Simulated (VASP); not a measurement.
# Te2Mo in VASP: notebook

The runs below take Te2Mo through single point, with PBE.

Everything below comes from runs of VASP 6.6.1. Logs are shortened: lines on timing, memory, paths and dates and some standing lists are left out, and cuts for length are marked.

### 1 The cell of the first run

The cell holds a slab with vacuum, 6 atoms: a = 3.555 Å, b = 3.555 Å, c = 35.037 Å, α = 90.00°, β = 90.00°, γ = 120.00°.

### 2 Single point, PBE (atoms displaced along several vibrational modes)

The input, INCAR:

```
ALGO     = Normal         # electronic algorithm
EDIFF    = 1E-7           # SCF threshold, eV
ENCUT    = 520            # plane-wave cutoff, eV
GGA      = PE             # functional
ISIF     = 2              # what is computed and relaxed
ISMEAR   = 0              # smearing method
LASPH    = True           # aspherical terms in the spheres
LCHARG   = False          # write CHGCAR
LREAL    = False          # projectors in reciprocal space
LWAVE    = False          # write WAVECAR
NBANDS   = 35             # bands
NELM     = 100            # most SCF steps
PREC     = Accurate       # precision mode
SIGMA    = 0.05           # smearing width, eV
```

The input, KPOINTS:

```
k-points
0
Gamma
  9 9 1
```

The input, POSCAR:

```
Te2Mo
1.0
    3.5549909197      0.0000000000      0.0000000000
   -1.7774954599      3.0787124467      0.0000000000
    0.0000000000      0.0000000000     35.0365360304
Te Mo
4 2
Direct
    0.3333333333      0.6666666667      0.4476193085
    0.3219971581      0.6666666667      0.9483984951
    0.3446695086      0.6666666667      0.0516015049
    0.3333333333      0.6666666667      0.5523806915
    0.0000000000      0.0000000000      0.0000000000
    0.0000000000      0.0000000000      0.5000000000
```

Potentials or basis: VASP PAW PBE potentials, release 64 (Te, Mo_sv).

Run with:

```sh
> cat potpaw_PBE.64/Te/POTCAR potpaw_PBE.64/Mo_sv/POTCAR > POTCAR
> mpirun -np 1 vasp_std > vasp.out
```

OUTCAR:

```text
EDIFF = 1E-7
   ENCUT = 520
   GGA = PE
   ISIF = 2
   ISMEAR = 0
   LASPH = True
   LREAL = False
   NELM = 100
   PREC = Accurate

 ion  position               nearest neighbor table
   1  0.333  0.667  0.448-   6 2.75   6 2.75   6 2.75   4 3.67
   2  0.322  0.667  0.948-   5 2.71   5 2.74   5 2.76   3 3.62
   3  0.345  0.667  0.052-   5 2.71   5 2.74   5 2.76   2 3.62
   4  0.333  0.667  0.552-   6 2.75   6 2.75   6 2.75   1 3.67
   5  0.000  0.000  0.000-   3 2.71   2 2.71   3 2.74   2 2.74   2 2.76   3 2.76
   6  0.000  0.000  0.500-   1 2.75   4 2.75   1 2.75   4 2.75   1 2.75   4 2.75

  LATTYP: Found a hexagonal cell.
 ALAT       =     3.5549909197
 C/A-ratio  =     9.8555908642

  Lattice vectors:

 A1 = (   3.5549909197,   0.0000000000,   0.0000000000)
 A2 = (  -1.7774954599,   3.0787124467,   0.0000000000)
 A3 = (   0.0000000000,   0.0000000000,  35.0365360304)

Analysis of symmetry for initial positions (statically):
=====================================================================
 Subroutine PRICEL returns:
 Original cell was already a primitive cell.

 Routine SETGRP: Setting up the symmetry group for a
 hexagonal supercell.

 Subroutine GETGRP returns: Found  2 space group operations
 (whereof  2 operations were pure point group operations)
 out of a pool of 24 trial point group operations.

The static configuration has the point symmetry C_2 .

Analysis of symmetry for dynamics (positions and initial velocities):
=====================================================================
 Subroutine PRICEL returns:
 Original cell was already a primitive cell.

 Routine SETGRP: Setting up the symmetry group for a
 hexagonal supercell.

 Subroutine GETGRP returns: Found  2 space group operations
 (whereof  2 operations were pure point group operations)
 out of a pool of 24 trial point group operations.

The dynamic configuration has the point symmetry C_2 .

 Subroutine INISYM returns: Found  2 space group operations
 (whereof  2 operations are pure point group operations),
 and found     1 'primitive' translations

----------------------------------------------------------------------------------------

                                     Primitive cell

  volume of cell :     383.4677

  direct lattice vectors                    reciprocal lattice vectors
     3.554990920  0.000000000  0.000000000     0.281294671  0.162405554  0.000000000
    -1.777495460  3.078712447  0.000000000     0.000000000  0.324811108  0.000000000
     0.000000000  0.000000000 35.036536030     0.000000000  0.000000000  0.028541634

  length of vectors
     3.554990920  3.554990920 35.036536030     0.324811108  0.324811108  0.028541634

  position of ions in fractional coordinates (direct lattice)
     0.333333333  0.666666667  0.447619309
     0.321997158  0.666666667  0.948398495
     0.344669509  0.666666667  0.051601505
     0.333333333  0.666666667  0.552380691
     0.000000000  0.000000000  0.000000000
     0.000000000  0.000000000  0.500000000

  ion indices of the primitive-cell ions
   primitive index   ion index
                 1           1
                 2           2
                 3           3
                 4           4
                 5           5
                 6           6

----------------------------------------------------------------------------------------

 KPOINTS: k-points

Automatic generation of k-mesh.
 Grid dimensions read from file:
 generate k-points for:    9    9    1

 Generating k-lattice:

  Cartesian coordinates                     Fractional coordinates (reciprocal lattice)
     0.031254963  0.018045062  0.000000000     0.111111111 -0.000000000  0.000000000
     0.000000000  0.036090123  0.000000000     0.000000000  0.111111111  0.000000000
     0.000000000  0.000000000  0.028541634     0.000000000  0.000000000  1.000000000

  Length of vectors
     0.036090123  0.036090123  0.028541634

  Shift w.r.t. Gamma in fractional coordinates (k-lattice)
     0.000000000  0.000000000  0.000000000

 Subroutine IBZKPT returns following result:
 ===========================================

 Found     25 irreducible k-points:

 Following reciprocal coordinates:
            Coordinates               Weight
  0.000000  0.000000  0.000000      1.000000
  0.111111  0.000000  0.000000      4.000000
  0.000000  0.111111  0.000000      2.000000
  0.222222  0.000000  0.000000      4.000000
  0.000000  0.222222  0.000000      2.000000
  0.333333  0.000000  0.000000      4.000000
[... 16 lines left out ...]
 -0.222222 -0.444444  0.000000      4.000000
  0.444444  0.333333  0.000000      4.000000
   k-points           NKPTS =     25   k-points in BZ     NKDIM =     25   number of bands    NBANDS=     35
   number of dos      NEDOS =    301   number of ions     NIONS =      6
   total plane-waves  NPLWV = 211680
   dimension x,y,z NGX =    28 NGY =   28 NGZ =  270
   dimension x,y,z NGXF=    56 NGYF=   56 NGZF=  540
   ions per type =               4   2
   NGX,Y,Z   is equivalent  to a cutoff of  13.09, 13.09, 12.81 a.u.
   NGXF,Y,Z  is equivalent  to a cutoff of  26.19, 26.19, 25.62 a.u.
 SYSTEM =  unknown system
   PREC   = accura    normal or accurate (medium, high low for compatibility)
   ISTART =      0    job   : 0-new  1-cont  2-samecut
   ICHARG =      2    charge: 1-file 2-atom 10-const
   ISPIN  =      1    spin polarized calculation?
   LNONCOLLINEAR =      F non collinear calculations
   LSORBIT =      F    spin-orbit coupling
   LASPH  =      T    aspherical Exc in radial PAW
   ENCUT  =  520.0 eV  38.22 Ry    6.18 a.u.   6.61  6.61 65.14*2*pi/ulx,y,z
   NELM   =    100;   NELMIN=  2; NELMDL= -5     # of ELM steps
   EDIFF  = 0.1E-06   stopping-criterion for ELM
   LREAL  =      F    real-space projection
   EDIFFG = 0.1E-05   stopping-criterion for IOM
   NSW    =      0    number of steps for IOM
   IBRION =     -1    ionic relax: 0-MD 1-quasi-New 2-CG
   NFREE  =      0    steps in history (QN), initial steepest desc. (CG)
   ISIF   =      2    stress and relaxation
   ISYM   =      2    0-nonsym 1-usesym 2-fastsym
   POTIM  = 0.5000    time-step for ionic-motion
   TEBEG  =    0.0;   TEEND  =   0.0 temperature during run
   PSTRESS=    0.0 pullay stress
   NELECT =      52.0000    total number of electrons
   NUPDOWN=      -1.0000    fix difference up-down
   EMIN   =  10.00;   EMAX   =-10.00  energy-range for DOS
   EFERMI =   0.00;   METHOD = LEGACY
   ISMEAR =     0;   SIGMA  =   0.05  broadening in eV -4-tet -1-fermi 0-gaus
   EFERMI_NEDOS =   21; number of points for ismear=-14 and -15
   IALGO  =     38    algorithm
   IMIX   =      4    mixing-type and parameters
     AMIX     =   0.40;   BMIX     =  1.00
     AMIX_MAG =   1.60;   BMIX_MAG =  1.00
  volume/ion in A,a.u.               =      63.91       431.29
  Fermi-wavevector in a.u.,A,eV,Ry     =   0.841072  1.589395  9.624783  0.707402
  Thomas-Fermi vector in A             =   1.955557
   LORBIT       =      0    0 simple, 1 ext, 2 COOP (PROOUT), +10 PAW based schemes
   GGA     = PE    functional components
   LHFCALC =     F    Hartree Fock is set to
   AEXX    =    0.0000 exact exchange contribution
   IVDW    =     0    specifies the selected vdW correction
   LEPSILON=     F    determine dielectric tensor
   LRPA    =     F    only Hartree local field effects (RPA)
 non-spin polarized calculation
 Gauss-broadening in eV      SIGMA  =   0.05
  energy-cutoff  :      520.00
  volume of cell :      383.47
 maximum number of plane-waves:     10463
   NGX = 13   NGY = 13   NGZ =131

 number of electron      51.9999990 magnetization

 Free energy of the ion-electron system (eV)
  ---------------------------------------------------
  ext. energy  EPLUGINS =         0.00000000
  ---------------------------------------------------
  free energy    TOTEN  =       -36.03065690 eV

  energy without entropy =      -36.03065690  energy(sigma->0) =      -36.03065690

 E-fermi :   0.5489     XC(G=0):  -4.7663

 val. band max:        0.1975419470   @ k =   0.3333   0.3333   0.0000
 cond. band min:       1.2219273486   @ k =   0.3333   0.3333   0.0000
 fundamental gap:      1.0243854016
 Fermi energy:         0.5488791745

 k-point     1 :       0.0000    0.0000    0.0000
  band No.  band energies     occupation
      1     -60.5438      2.00000
      2     -60.5314      2.00000
      3     -34.6901      2.00000
      4     -34.6742      2.00000
      5     -34.5864      2.00000
      6     -34.5861      2.00000
[... 27 lines left out ...]
     34       3.4732      0.00000
     35       4.2723      0.00000

 k-point     2 :       0.1111    0.0000    0.0000
  band No.  band energies     occupation
      1     -60.5429      2.00000
      2     -60.5304      2.00000
      3     -34.6872      2.00000
      4     -34.6713      2.00000
      5     -34.5999      2.00000
      6     -34.5893      2.00000
[... 27 lines left out ...]
     34       3.3377      0.00000
     35       4.5298      0.00000

 k-point     3 :       0.0000    0.1111    0.0000
  band No.  band energies     occupation
      1     -60.5429      2.00000
      2     -60.5304      2.00000
      3     -34.6872      2.00000
      4     -34.6713      2.00000
      5     -34.5996      2.00000
      6     -34.5896      2.00000
[... 27 lines left out ...]
     34       3.3252      0.00000
     35       4.5300      0.00000
[... 723 lines left out ...]
 k-point    23 :      -0.2222   -0.4444    0.0000
  band No.  band energies     occupation
      1     -60.5349      2.00000
      2     -60.5227      2.00000
      3     -34.6838      2.00000
      4     -34.6633      2.00000
      5     -34.6569      2.00000
      6     -34.6484      2.00000
[... 27 lines left out ...]
     34       3.9023      0.00000
     35       4.9240      0.00000

 k-point    24 :       0.4444    0.3333    0.0000
  band No.  band energies     occupation
      1     -60.5349      2.00000
      2     -60.5227      2.00000
      3     -34.6843      2.00000
      4     -34.6630      2.00000
      5     -34.6569      2.00000
      6     -34.6484      2.00000
[... 27 lines left out ...]
     34       3.8991      0.00000
     35       4.9105      0.00000

 [... further k-points ...]

------------------------ aborting loop because EDIFF is reached ----------------------------------------

  FORCE on cell =-STRESS in cart. coord.  units (eV):
  Direction    XX          YY          ZZ          XY          YZ          ZX
  --------------------------------------------------------------------------------------
  -------------------------------------------------------------------------------------
  Total       -0.4664007     -0.4660065     -1.1689328      0.0000000      0.0000000     -0.8893885
  in kB       -1.9486819     -1.9470349     -4.8839517      0.0000000      0.0000000     -3.7159794
  external PRESSURE =      -2.9265562 kB  Pullay stress =       0.0000000 kB

 VOLUME and BASIS-vectors are now :
 -----------------------------------------------------------------------------
  energy-cutoff  :      520.00
  volume of cell :      383.47
      direct lattice vectors                 reciprocal lattice vectors
     3.554990920  0.000000000  0.000000000     0.281294671  0.162405554  0.000000000
    -1.777495460  3.078712447  0.000000000     0.000000000  0.324811108  0.000000000
     0.000000000  0.000000000 35.036536030     0.000000000  0.000000000  0.028541634

 POSITION                                       TOTAL-FORCE (eV/Angst)
 -----------------------------------------------------------------------------------
     -0.00000      2.05247     15.68303         0.000017      0.000008      0.337438
     -0.04030      2.05247     33.22860         0.245966     -0.007958     -0.025630
      0.04030      2.05247      1.80794        -0.245966     -0.007958      0.025630
     -0.00000      2.05247     19.35351        -0.000017      0.000008     -0.337438
      0.00000      0.00000      0.00000        -0.000000      0.015891      0.000000
      0.00000      0.00000     17.51827        -0.000000      0.000009      0.000000
 -----------------------------------------------------------------------------------
    total drift:                                0.000000     -0.000051     -0.000000

  FREE ENERGIE OF THE ION-ELECTRON SYSTEM (eV)
  ---------------------------------------------------
  free  energy   TOTEN  =       -36.0306569013 eV

  energy  without entropy=      -36.0306569013  energy(sigma->0) =      -36.03065690
```

It took 6.4 min on 1 thread of Intel Xeon 6975P-C (Granite Rapids), shared host; peak memory 0.65 GiB.

What came out:

```yaml
Free_energy: -36.0307 eV
Largest_force: 0.337 eV/Å
Band_gap_on_the_k_mesh: 1.02 eV
```

Forces in eV/Å, atoms in the order of the input:
```
Te   0.000  0.000  0.337
Te   0.246 -0.008 -0.026
Te  -0.246 -0.008  0.026
Te   0.000  0.000 -0.337
Mo   0.000  0.016  0.000
Mo   0.000  0.000  0.000
```

Caveat: the cell differs from its parent crystal (atoms displaced along several vibrational modes); there is no dipole correction, which matters where the two faces differ; spin-orbit coupling is left out, which moves the levels of the heavy elements.

### 3 Single point, PBE (atoms displaced along several vibrational modes)

The input, INCAR:

```
SYSTEM = Te2Mo
  PREC = Accurate
  ENCUT = 520
  EDIFF = 1E-6
  ISMEAR = 0
  SIGMA = 0.05
  LREAL = .False.
  LASPH = .True.
  NELM = 60
  ALGO = Normal
  ISIF = 2
  LWAVE = .False.
  LCHARG = .False.
  GGA = PE
  NBANDS = 35
```

The input, KPOINTS:

```
regular mesh
0
Gamma
  9 9 1
  0 0 0
```

The input, POSCAR:

```
Te2Mo
1.0
    3.5549909197      0.0000000000      0.0000000000
   -1.7774954599      3.0787124467      0.0000000000
    0.0000000000      0.0000000000     35.0365360304
Te Mo
4 2
Direct
    0.3333333333      0.6666666667      0.4468372677
    0.2992966782      0.6666666667      0.9483984951
    0.3673699885      0.6666666667      0.0516015049
    0.3333333333      0.6666666667      0.5531627323
    0.0000000000      0.0000000000      0.0000000000
    0.0000000000      0.0000000000      0.5000000000
```

Potentials or basis: VASP PAW PBE potentials, release 64 (Te, Mo_sv).

Run with:

```sh
> cat potpaw_PBE.64/Te/POTCAR potpaw_PBE.64/Mo_sv/POTCAR > POTCAR
> mpirun -np 1 vasp_std > vasp.out
```

It took 5.8 min on 1 thread of Intel Xeon 6975P-C (Granite Rapids), shared host; peak memory 0.67 GiB.

The run converged. Its results:

| Property | Result |
| --- | --- |
| Free energy | -35.9237 eV |
| Largest force | 0.751 eV/Å |
| Band gap on the k mesh | 0.97 eV |

Forces in eV/Å, atoms in the order of the input:
```
Te   0.000  0.000  0.663
Te   0.737 -0.071 -0.127
Te  -0.737 -0.071  0.127
Te   0.000  0.000 -0.663
Mo   0.000  0.143  0.000
Mo   0.000  0.000  0.000
```

Levels at points of the mesh, in eV from the valence-band top:
| k point | band 24 | band 25 | band 26 | band 27 | band 28 | band 29 |
| --- | --- | --- | --- | --- | --- | --- |
| (0.00, 0.00, 0.00) | -0.78 | -0.58 | -0.50 | 2.88 | 2.90 | 2.96 |

Caveat: the cell differs from its parent crystal (atoms displaced along several vibrational modes); there is no dipole correction, which matters where the two faces differ; spin-orbit coupling is left out, which moves the levels of the heavy elements.
